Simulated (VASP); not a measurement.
# Al3Co2Ru (P4/mmm) in VASP: single point with LDA

Aim: the single point of Al3Co2Ru with LDA.

Everything below comes from runs of VASP 6.6.1. Logs are shortened: lines on timing, memory, paths and dates and some standing lists are left out, and cuts for length are marked.

## 1. The cell of the first run

It takes space group P4/mmm (No. 123, tetragonal). The conventional cell has a = 2.914 Å, b = 2.914 Å, c = 8.706 Å, α = 90.00°, β = 90.00°, γ = 90.00°. Al (site symmetry 4mm) has 4 Co at 2.51 Å and 4 Ru at 2.56 Å and 6 Al at 2.84 to 3.03 Å within 3.3 Å. Al (site symmetry 4/mmm) has 8 Co at 2.49 Å and 6 Al at 2.84 to 2.91 Å within 3.3 Å. Co (site symmetry 4mm) has 8 Al at 2.49 to 2.51 Å and 5 Co at 2.79 to 2.91 Å and 1 Ru at 2.96 Å within 3.3 Å. Within 3.4 Å of Ru (site symmetry 4/mmm) lie 8 Al at 2.56 Å and 4 Ru at 2.91 Å and 2 Co at 2.96 Å.

## 2. Single point, LDA

INCAR

```
ALGO = Fast
EDIFF = 1E-7
ENCUT = 520
ISIF = 2
ISMEAR = 0
LASPH = True
LCHARG = False
LREAL = False
LWAVE = False
NBANDS = 30
NELM = 80
PREC = Accurate
SIGMA = 0.1
```

KPOINTS

```
k-points
0
Gamma
  12 12 6
```

POSCAR

```
Al3Co2Ru
1.0
    2.9139124931      0.0000000000      0.0000000000
    0.0000000000      2.9139124931      0.0000000000
    0.0000000000      0.0000000000      8.7060118323
Al Co Ru
3 2 1
Direct
    0.0000000000      0.0000000000      0.8259563453
    0.0000000000      0.0000000000      0.1740436547
    0.0000000000      0.0000000000      0.5000000000
    0.5000000000      0.5000000000      0.3396694641
    0.5000000000      0.5000000000      0.6603305359
    0.5000000000      0.5000000000      0.0000000000
```

Potentials or basis: VASP PAW LDA potentials, release 64 (Al, Co, Ru_pv).

The run is started by

```bash
cat potpaw_LDA.64/Al/POTCAR potpaw_LDA.64/Co/POTCAR potpaw_LDA.64/Ru_pv/POTCAR > POTCAR
mpirun -np 1 vasp_std > vasp.out
```

OUTCAR:

```text
EDIFF = 1E-7
   ENCUT = 520
   ISIF = 2
   ISMEAR = 0
   LASPH = True
   LREAL = False
   NELM = 80
   PREC = Accurate

 ion  position               nearest neighbor table
   1  0.000  0.000  0.826-   5 2.51   5 2.51   5 2.51   5 2.51   6 2.56   6 2.56   6 2.56   6 2.56
                             3 2.84   2 3.03
   2  0.000  0.000  0.174-   4 2.51   4 2.51   4 2.51   4 2.51   6 2.56   6 2.56   6 2.56   6 2.56
                             3 2.84   1 3.03
   3  0.000  0.000  0.500-   4 2.49   5 2.49   4 2.49   5 2.49   4 2.49   5 2.49   4 2.49   5 2.49
                             1 2.84   2 2.84
   4  0.500  0.500  0.340-   3 2.49   3 2.49   3 2.49   3 2.49   2 2.51   2 2.51   2 2.51   2 2.51
                             5 2.79   6 2.96
   5  0.500  0.500  0.660-   3 2.49   3 2.49   3 2.49   3 2.49   1 2.51   1 2.51   1 2.51   1 2.51
                             4 2.79   6 2.96
   6  0.500  0.500  0.000-   1 2.56   2 2.56   1 2.56   2 2.56   1 2.56   2 2.56   1 2.56   2 2.56
                             4 2.96   5 2.96

  LATTYP: Found a simple tetragonal cell.
 ALAT       =     2.9139124931
 C/A-ratio  =     2.9877396294

  Lattice vectors:

 A1 = (   2.9139124931,   0.0000000000,   0.0000000000)
 A2 = (   0.0000000000,   2.9139124931,   0.0000000000)
 A3 = (   0.0000000000,   0.0000000000,   8.7060118323)

Analysis of symmetry for initial positions (statically):
=====================================================================
 Subroutine PRICEL returns:
 Original cell was already a primitive cell.

 Routine SETGRP: Setting up the symmetry group for a
 simple tetragonal supercell.

 Subroutine GETGRP returns: Found 16 space group operations
 (whereof 16 operations were pure point group operations)
 out of a pool of 16 trial point group operations.

The static configuration has the point symmetry D_4h.

Analysis of symmetry for dynamics (positions and initial velocities):
=====================================================================
 Subroutine PRICEL returns:
 Original cell was already a primitive cell.

 Routine SETGRP: Setting up the symmetry group for a
 simple tetragonal supercell.

 Subroutine GETGRP returns: Found 16 space group operations
 (whereof 16 operations were pure point group operations)
 out of a pool of 16 trial point group operations.

The dynamic configuration has the point symmetry D_4h.

 Subroutine INISYM returns: Found 16 space group operations
 (whereof 16 operations are pure point group operations),
 and found     1 'primitive' translations

----------------------------------------------------------------------------------------

                                     Primitive cell

  volume of cell :      73.9218

  direct lattice vectors                    reciprocal lattice vectors
     2.913912493  0.000000000  0.000000000     0.343181205  0.000000000  0.000000000
     0.000000000  2.913912493  0.000000000     0.000000000  0.343181205  0.000000000
     0.000000000  0.000000000  8.706011832     0.000000000  0.000000000  0.114863157

  length of vectors
     2.913912493  2.913912493  8.706011832     0.343181205  0.343181205  0.114863157

  position of ions in fractional coordinates (direct lattice)
     0.000000000  0.000000000  0.825956345
     0.000000000  0.000000000  0.174043655
     0.000000000  0.000000000  0.500000000
     0.500000000  0.500000000  0.339669464
     0.500000000  0.500000000  0.660330536
     0.500000000  0.500000000  0.000000000

  ion indices of the primitive-cell ions
   primitive index   ion index
                 1           1
                 2           2
                 3           3
                 4           4
                 5           5
                 6           6

----------------------------------------------------------------------------------------

 KPOINTS: k-points

Automatic generation of k-mesh.
 Grid dimensions read from file:
 generate k-points for:   12   12    6

 Generating k-lattice:

  Cartesian coordinates                     Fractional coordinates (reciprocal lattice)
     0.028598434  0.000000000  0.000000000     0.083333333  0.000000000  0.000000000
     0.000000000  0.028598434  0.000000000     0.000000000  0.083333333  0.000000000
     0.000000000  0.000000000  0.019143859     0.000000000  0.000000000  0.166666667

  Length of vectors
     0.028598434  0.028598434  0.019143859

  Shift w.r.t. Gamma in fractional coordinates (k-lattice)
     0.000000000  0.000000000  0.000000000

 Subroutine IBZKPT returns following result:
 ===========================================

 Found    112 irreducible k-points:

 Following reciprocal coordinates:
            Coordinates               Weight
  0.000000  0.000000  0.000000      1.000000
  0.083333  0.000000  0.000000      4.000000
  0.166667  0.000000  0.000000      4.000000
  0.250000  0.000000  0.000000      4.000000
  0.333333  0.000000  0.000000      4.000000
  0.416667  0.000000  0.000000      4.000000
[... 16 lines left out ...]
  0.333333  0.333333  0.000000      4.000000
  0.416667  0.333333  0.000000      8.000000
 [... further k-points ...]
   k-points           NKPTS =    112   k-points in BZ     NKDIM =    112   number of bands    NBANDS=     30
   number of dos      NEDOS =    301   number of ions     NIONS =      6
   total plane-waves  NPLWV =  40320
   dimension x,y,z NGX =    24 NGY =   24 NGZ =   70
   dimension x,y,z NGXF=    48 NGYF=   48 NGZF=  140
   ions per type =               3   2   1
   NGX,Y,Z   is equivalent  to a cutoff of  13.69, 13.69, 13.37 a.u.
   NGXF,Y,Z  is equivalent  to a cutoff of  27.39, 27.39, 26.73 a.u.
 SYSTEM =  unknown system
   PREC   = accura    normal or accurate (medium, high low for compatibility)
   ISTART =      0    job   : 0-new  1-cont  2-samecut
   ICHARG =      2    charge: 1-file 2-atom 10-const
   ISPIN  =      1    spin polarized calculation?
   LNONCOLLINEAR =      F non collinear calculations
   LSORBIT =      F    spin-orbit coupling
   LASPH  =      T    aspherical Exc in radial PAW
   ENCUT  =  520.0 eV  38.22 Ry    6.18 a.u.   5.42  5.42 16.19*2*pi/ulx,y,z
   NELM   =     80;   NELMIN=  2; NELMDL= -5     # of ELM steps
   EDIFF  = 0.1E-06   stopping-criterion for ELM
   LREAL  =      F    real-space projection
   EDIFFG = 0.1E-05   stopping-criterion for IOM
   NSW    =      0    number of steps for IOM
   IBRION =     -1    ionic relax: 0-MD 1-quasi-New 2-CG
   NFREE  =      0    steps in history (QN), initial steepest desc. (CG)
   ISIF   =      2    stress and relaxation
   ISYM   =      2    0-nonsym 1-usesym 2-fastsym
   POTIM  = 0.5000    time-step for ionic-motion
   TEBEG  =    0.0;   TEEND  =   0.0 temperature during run
   PSTRESS=    0.0 pullay stress
   NELECT =      41.0000    total number of electrons
   NUPDOWN=      -1.0000    fix difference up-down
   EMIN   =  10.00;   EMAX   =-10.00  energy-range for DOS
   EFERMI =   0.00;   METHOD = LEGACY
   ISMEAR =     0;   SIGMA  =   0.10  broadening in eV -4-tet -1-fermi 0-gaus
   EFERMI_NEDOS =   21; number of points for ismear=-14 and -15
   IALGO  =     68    algorithm
   IMIX   =      4    mixing-type and parameters
     AMIX     =   0.40;   BMIX     =  1.00
     AMIX_MAG =   1.60;   BMIX_MAG =  1.00
  volume/ion in A,a.u.               =      12.32        83.14
  Fermi-wavevector in a.u.,A,eV,Ry     =   1.345071  2.541817 24.615895  1.809217
  Thomas-Fermi vector in A             =   2.473014
   LORBIT       =      0    0 simple, 1 ext, 2 COOP (PROOUT), +10 PAW based schemes
   GGA     = CA    functional components
   LHFCALC =     F    Hartree Fock is set to
   AEXX    =    0.0000 exact exchange contribution
   IVDW    =     0    specifies the selected vdW correction
   LEPSILON=     F    determine dielectric tensor
   LRPA    =     F    only Hartree local field effects (RPA)
 non-spin polarized calculation
 RMM-DIIS sequential band-by-band and
 Gauss-broadening in eV      SIGMA  =   0.10
  energy-cutoff  :      520.00
  volume of cell :       73.92
 maximum number of plane-waves:      2025
 NGX is ok and might be reduce to    24
   NGX = 11   NGY = 11   NGZ = 33

 number of electron      41.0000016 magnetization

 Free energy of the ion-electron system (eV)
  ---------------------------------------------------
  ext. energy  EPLUGINS =         0.00000000
  ---------------------------------------------------
  free energy    TOTEN  =       -43.40424003 eV

  energy without entropy =      -43.39128334  energy(sigma->0) =      -43.39776169

 E-fermi :  10.1360     XC(G=0): -12.5520

 val. band max:       10.1299915569   @ k =   0.4167   0.1667   0.5000
 cond. band min:      10.1364289267   @ k =   0.5000   0.3333   0.3333
 fundamental gap:      0.0064373698
 Fermi energy:        10.1359550060

 k-point     1 :       0.0000    0.0000    0.0000
  band No.  band energies     occupation
      1     -31.5508      2.00000
      2     -31.4201      2.00000
      3     -31.4201      2.00000
      4      -0.2675      2.00000
      5       1.7167      2.00000
      6       1.8949      2.00000
[... 22 lines left out ...]
     29      18.6584      0.00000
     30      18.8846      0.00000

 k-point     2 :       0.0833    0.0000    0.0000
  band No.  band energies     occupation
      1     -31.5487      2.00000
      2     -31.4389      2.00000
      3     -31.4185      2.00000
      4      -0.1387      2.00000
      5       1.8222      2.00000
      6       2.0218      2.00000
[... 22 lines left out ...]
     29      18.8176      0.00000
     30      19.1095      0.00000

 k-point     3 :       0.1667    0.0000    0.0000
  band No.  band energies     occupation
      1     -31.5431      2.00000
      2     -31.4900      2.00000
      3     -31.4140      2.00000
      4       0.2431      2.00000
      5       2.1305      2.00000
      6       2.3905      2.00000
[... 682 lines left out ...]
     29      15.7077      0.00000
     30      16.9939      0.00000

 k-point    24 :       0.4167    0.3333    0.0000
  band No.  band energies     occupation
      1     -31.6527      2.00000
      2     -31.5983      2.00000
      3     -31.5005      2.00000
      4       4.0603      2.00000
      5       4.9294      2.00000
      6       5.0851      2.00000
[... 22 lines left out ...]
     29      15.7168      0.00000
     30      15.9325      0.00000

 [... further k-points ...]

------------------------ aborting loop because EDIFF is reached ----------------------------------------

  FORCE on cell =-STRESS in cart. coord.  units (eV):
  Direction    XX          YY          ZZ          XY          YZ          ZX
  --------------------------------------------------------------------------------------
  -------------------------------------------------------------------------------------
  Total       -4.8349952     -4.8349952     -4.8662634      0.0000000      0.0000000      0.0000000
  in kB     -104.7935046   -104.7935046   -105.4712111      0.0000000      0.0000000      0.0000000
  external PRESSURE =    -105.0194067 kB  Pullay stress =       0.0000000 kB

 VOLUME and BASIS-vectors are now :
 -----------------------------------------------------------------------------
  energy-cutoff  :      520.00
  volume of cell :       73.92
      direct lattice vectors                 reciprocal lattice vectors
     2.913912493  0.000000000  0.000000000     0.343181205  0.000000000  0.000000000
     0.000000000  2.913912493  0.000000000     0.000000000  0.343181205  0.000000000
     0.000000000  0.000000000  8.706011832     0.000000000  0.000000000  0.114863157

 POSITION                                       TOTAL-FORCE (eV/Angst)
 -----------------------------------------------------------------------------------
      0.00000      0.00000      7.19079        -0.000000      0.000000     -0.002113
      0.00000      0.00000      1.51523         0.000000      0.000000      0.002113
      0.00000      0.00000      4.35301         0.000000      0.000000      0.000000
      1.45696      1.45696      2.95717         0.000000      0.000000      0.027609
      1.45696      1.45696      5.74885         0.000000     -0.000000     -0.027609
      1.45696      1.45696      0.00000         0.000000      0.000000      0.000000
 -----------------------------------------------------------------------------------
    total drift:                                0.000000     -0.000000     -0.000000

  FREE ENERGIE OF THE ION-ELECTRON SYSTEM (eV)
  ---------------------------------------------------
  free  energy   TOTEN  =       -43.4042400342 eV

  energy  without entropy=      -43.3912833362  energy(sigma->0) =      -43.39776169
```

It took 3.9 min on 1 thread of Intel Xeon Platinum 8488C (Sapphire Rapids), shared host; peak memory 0.34 GiB.

Results:

| Quantity | Value |
| --- | --- |
| Free energy | -43.4042 eV |
| Pressure | -10.5 GPa |
| Largest force | 0.028 eV/Å |
| Band gap on the k mesh | zero (an odd number of electrons rules out a gap without spin polarisation) |

Forces on the atoms (eV/Å):
```
Al   0.000  0.000 -0.002
Al   0.000  0.000  0.002
Al   0.000  0.000  0.000
Co   0.000  0.000  0.028
Co   0.000  0.000 -0.028
Ru   0.000  0.000  0.000
```

Caveat: the cell stands under tension; the run has no spin polarisation, though such a crystal can be magnetic.
